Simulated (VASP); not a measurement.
# Sn3Br in VASP: further runs

The runs below take Sn3Br through single point, relaxation of cell and atoms, with PBE.

Program: VASP 6.6.1. These are calculated values, not measurements. Logs are shortened: lines on timing, memory, paths and dates and some standing lists are left out, and cuts for length are marked.

## Step 1: The cell of the first run

The structure is cubic, space group Pm-3m (No. 221). The conventional cell has a = 4.709 Å, b = 4.709 Å, c = 4.709 Å, α = 90.00°, β = 90.00°, γ = 90.00°. Sn (site symmetry 4/mmm) has 8 Sn at 3.33 Å and 4 Br at 3.33 Å within 4.4 Å. Br (site symmetry m-3m) has 12 Sn at 3.33 Å within 4.4 Å.

## Step 2: Single point, PBE

The input, INCAR:

```
SYSTEM = Sn3Br
PREC     = Accurate       ! precision mode
ENCUT    = 520            ! plane-wave cutoff, eV
EDIFF    = 1E-7           ! SCF threshold, eV
ISMEAR   = 0              ! smearing method
SIGMA    = 0.1            ! smearing width, eV
LREAL    = .FALSE.        ! projectors in reciprocal space
LASPH    = .TRUE.         ! aspherical terms in the spheres
NELM     = 60             ! most SCF steps
ALGO     = Normal         ! electronic algorithm
ISIF     = 2              ! what is computed and relaxed
LWAVE    = .FALSE.        ! write WAVECAR
LCHARG   = .TRUE.         ! write CHGCAR
GGA      = PE             ! functional
LELF     = .TRUE.         ! ELF
LVHAR    = .TRUE.       
NBANDS   = 32             ! bands
```

The input, KPOINTS:

```
Automatic mesh
0
G
  4 4 4
  0 0 0
```

The input, POSCAR:

```
Sn3Br
1.0
    4.7085691208      0.0000000000      0.0000000000
    0.0000000000      4.7085691208      0.0000000000
    0.0000000000      0.0000000000      4.7085691208
Sn Br
3 1
Direct
    0.0000000000      0.5000000000      0.5000000000
    0.5000000000      0.0000000000      0.5000000000
    0.5000000000      0.5000000000      0.0000000000
    0.0000000000      0.0000000000      0.0000000000
```

Potentials or basis: VASP PAW PBE potentials, release 64 (Sn_d, Br).

The run is started by

```bash
cat potpaw_PBE.64/Sn_d/POTCAR potpaw_PBE.64/Br/POTCAR > POTCAR
mpirun -np 1 vasp_std > vasp.out
```

OUTCAR:

```text
SYSTEM = Sn3Br
   PREC = Accurate
   ENCUT = 520
   EDIFF = 1E-7
   ISMEAR = 0
   LREAL = .FALSE.
   LASPH = .TRUE.
   NELM = 60
   ISIF = 2
   GGA = PE

 ion  position               nearest neighbor table
   1  0.000  0.500  0.500-   2 3.33   3 3.33   3 3.33   2 3.33   2 3.33   3 3.33   3 3.33   2 3.33

   2  0.500  0.000  0.500-   1 3.33   3 3.33   3 3.33   1 3.33   3 3.33   3 3.33   1 3.33   1 3.33

   3  0.500  0.500  0.000-   1 3.33   2 3.33   1 3.33   2 3.33   2 3.33   2 3.33   1 3.33   1 3.33

   4  0.000  0.000  0.000-

  LATTYP: Found a simple cubic cell.
 ALAT       =     4.7085691208

  Lattice vectors:

 A1 = (   4.7085691208,   0.0000000000,   0.0000000000)
 A2 = (   0.0000000000,   4.7085691208,   0.0000000000)
 A3 = (   0.0000000000,   0.0000000000,   4.7085691208)

Analysis of symmetry for initial positions (statically):
=====================================================================
 Subroutine PRICEL returns:
 Original cell was already a primitive cell.

 Routine SETGRP: Setting up the symmetry group for a
 simple cubic supercell.

 Subroutine GETGRP returns: Found 48 space group operations
 (whereof 48 operations were pure point group operations)
 out of a pool of 48 trial point group operations.

The static configuration has the point symmetry O_h .

Analysis of symmetry for dynamics (positions and initial velocities):
=====================================================================
 Subroutine PRICEL returns:
 Original cell was already a primitive cell.

 Routine SETGRP: Setting up the symmetry group for a
 simple cubic supercell.

 Subroutine GETGRP returns: Found 48 space group operations
 (whereof 48 operations were pure point group operations)
 out of a pool of 48 trial point group operations.

The dynamic configuration has the point symmetry O_h .

 Subroutine INISYM returns: Found 48 space group operations
 (whereof 48 operations are pure point group operations),
 and found     1 'primitive' translations

----------------------------------------------------------------------------------------

                                     Primitive cell

  volume of cell :     104.3919

  direct lattice vectors                    reciprocal lattice vectors
     4.708569121  0.000000000  0.000000000     0.212378745  0.000000000  0.000000000
     0.000000000  4.708569121  0.000000000     0.000000000  0.212378745  0.000000000
[... 74 lines left out ...]
   EDIFF  = 0.1E-06   stopping-criterion for ELM
   LREAL  =      F    real-space projection
   EDIFFG = 0.1E-05   stopping-criterion for IOM
   NSW    =      0    number of steps for IOM
   IBRION =     -1    ionic relax: 0-MD 1-quasi-New 2-CG
   NFREE  =      0    steps in history (QN), initial steepest desc. (CG)
   ISIF   =      2    stress and relaxation
   ISYM   =      2    0-nonsym 1-usesym 2-fastsym
   POTIM  = 0.5000    time-step for ionic-motion
   TEBEG  =    0.0;   TEEND  =   0.0 temperature during run
   PSTRESS=    0.0 pullay stress
   NELECT =      49.0000    total number of electrons
   NUPDOWN=      -1.0000    fix difference up-down
   EMIN   =  10.00;   EMAX   =-10.00  energy-range for DOS
   EFERMI =   0.00;   METHOD = LEGACY
   ISMEAR =     0;   SIGMA  =   0.10  broadening in eV -4-tet -1-fermi 0-gaus
   EFERMI_NEDOS =   21; number of points for ismear=-14 and -15
   IALGO  =     38    algorithm
   IMIX   =      4    mixing-type and parameters
     AMIX     =   0.40;   BMIX     =  1.00
     AMIX_MAG =   1.60;   BMIX_MAG =  1.00
  volume/ion in A,a.u.               =      26.10       176.12
  Fermi-wavevector in a.u.,A,eV,Ry     =   1.272285  2.404271 22.023892  1.618710
  Thomas-Fermi vector in A             =   2.405172
   LORBIT       =      0    0 simple, 1 ext, 2 COOP (PROOUT), +10 PAW based schemes
   GGA     = PE    functional components
   LHFCALC =     F    Hartree Fock is set to
   AEXX    =    0.0000 exact exchange contribution
   IVDW    =     0    specifies the selected vdW correction
   LEPSILON=     F    determine dielectric tensor
   LRPA    =     F    only Hartree local field effects (RPA)
 non-spin polarized calculation
 Gauss-broadening in eV      SIGMA  =   0.10
  energy-cutoff  :      520.00
  volume of cell :      104.39
 maximum number of plane-waves:      2832
 NGX is ok and might be reduce to    36
   NGX = 17   NGY = 17   NGZ = 17

 number of electron      48.9999963 magnetization

 Free energy of the ion-electron system (eV)
  ---------------------------------------------------
  ext. energy  EPLUGINS =         0.00000000
  ---------------------------------------------------
  free energy    TOTEN  =       -12.77361857 eV

  energy without entropy =      -12.76234366  energy(sigma->0) =      -12.76798112

 E-fermi :   7.6766     XC(G=0): -10.2625

 val. band max:        7.6190109246   @ k =   0.5000   0.5000   0.0000
 cond. band min:       7.6925642778   @ k =   0.5000   0.5000   0.0000
 fundamental gap:      0.0735533531
 Fermi energy:         7.6765784644

 k-point     1 :       0.0000    0.0000    0.0000
  band No.  band energies     occupation
      1     -14.2066      2.00000
      2     -14.2066      2.00000
      3     -14.2066      2.00000
      4     -14.1881      2.00000
      5     -14.1881      2.00000
      6     -14.1503      2.00000
[... 339 lines left out ...]
     31      13.8399      0.00000
     32      13.8399      0.00000

------------------------ aborting loop because EDIFF is reached ----------------------------------------

  FORCE on cell =-STRESS in cart. coord.  units (eV):
  Direction    XX          YY          ZZ          XY          YZ          ZX
  --------------------------------------------------------------------------------------
  -------------------------------------------------------------------------------------
  Total        2.5741119      2.5741119      2.5741119      0.0000000     -0.0000000     -0.0000000
  in kB       39.5067367     39.5067367     39.5067367      0.0000000     -0.0000000     -0.0000000
  external PRESSURE =      39.5067367 kB  Pullay stress =       0.0000000 kB

 VOLUME and BASIS-vectors are now :
 -----------------------------------------------------------------------------
  energy-cutoff  :      520.00
  volume of cell :      104.39
      direct lattice vectors                 reciprocal lattice vectors
     4.708569121  0.000000000  0.000000000     0.212378745  0.000000000  0.000000000
     0.000000000  4.708569121  0.000000000     0.000000000  0.212378745  0.000000000
     0.000000000  0.000000000  4.708569121     0.000000000  0.000000000  0.212378745

 POSITION                                       TOTAL-FORCE (eV/Angst)
 -----------------------------------------------------------------------------------
      0.00000      2.35428      2.35428         0.000000      0.000000      0.000000
      2.35428      0.00000      2.35428         0.000000      0.000000      0.000000
      2.35428      2.35428      0.00000         0.000000      0.000000      0.000000
      0.00000      0.00000      0.00000         0.000000      0.000000      0.000000
 -----------------------------------------------------------------------------------
    total drift:                                0.000000      0.000000      0.000000

  FREE ENERGIE OF THE ION-ELECTRON SYSTEM (eV)
  ---------------------------------------------------
  free  energy   TOTEN  =       -12.7736185688 eV

  energy  without entropy=      -12.7623436623  energy(sigma->0) =      -12.76798112
```

Run time: 30 s. Hardware: 1 thread of AMD EPYC 7R43 (Zen 3), shared host; peak memory 0.17 GiB.

Results:

* Free energy: -12.7736 eV
* Pressure: 4.0 GPa

Levels at points of the mesh, in eV from the Fermi level:
| k point | band 23 | band 24 | band 25 | band 26 | band 27 | band 28 |
| --- | --- | --- | --- | --- | --- | --- |
| (0.00, 0.00, 0.00) | -1.01 | -1.01 | -1.01 | 2.22 | 2.22 | 2.22 |
| (0.50, 0.00, 0.00) | -1.92 | -1.92 | -0.31 | 1.56 | 1.58 | 1.58 |
| (0.50, 0.50, 0.00) | -2.83 | -0.68 | -0.06 | -0.06 | 0.02 | 2.47 |
| (0.50, 0.50, 0.50) | -4.87 | 0.53 | 0.53 | 0.53 | 5.94 | 5.94 |

Caveat: spin-orbit coupling is left out, which moves the levels of the heavy elements; an odd number of electrons without spin polarisation forces a metal; a magnetic or distorted state may lie lower.

(Continued in part 2 of 3.)
